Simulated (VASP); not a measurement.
Input of a VASP 6.6.1 run:

INCAR

```
ALGO     = Normal         # electronic algorithm
EDIFF    = 1E-7           # SCF threshold, eV
ENCUT    = 520            # plane-wave cutoff, eV
GGA      = PS             # functional
ISIF     = 2              # what is computed and relaxed
ISMEAR   = -1             # smearing method
LASPH    = True           # aspherical terms in the spheres
LCHARG   = True           # write CHGCAR
LELF     = True           # ELF
LREAL    = False          # projectors in reciprocal space
LVHAR    = True         
LWAVE    = False          # write WAVECAR
NBANDS   = 11             # bands
NELM     = 100            # most SCF steps
PREC     = Accurate       # precision mode
SIGMA    = 0.05           # smearing width, eV
```

The input KPOINTS:

```
k-points
0
Gamma
  18 18 18
```

File POSCAR:

```
C
1.0
    0.0000000000      2.1198862345      3.3368025920
    1.2238929459      0.0000000000      3.3368025920
    1.2238929459      2.1198862345      0.0000000000
C
2
Direct
    0.1666700000      0.8333300000      0.1666700000
    0.8333300000      0.1666700000      0.8333300000
```

Potentials or basis: VASP PAW PBE potentials, release 64 (C).

Run with:

```bash
$ cat potpaw_PBE.64/C/POTCAR > POTCAR
$ mpirun -np 1 vasp_std > vasp.out
```

**Question.** Estimate the pressure.

**Answer.** 5.1 GPa.

**Question.** Predict the largest force.

**Answer.** 0.004 eV/Å.

Forces in eV/Å, atoms in the order of the input:
```
C    0.000  0.004  0.000
C    0.000 -0.004  0.000
```

Caveat: the cell stands under pressure; this functional lacks dispersion, which binds the layers, so the pressure and a relaxed spacing across them are unreliable; the PAW data sets were made with another functional, which shifts forces and pressure a little.
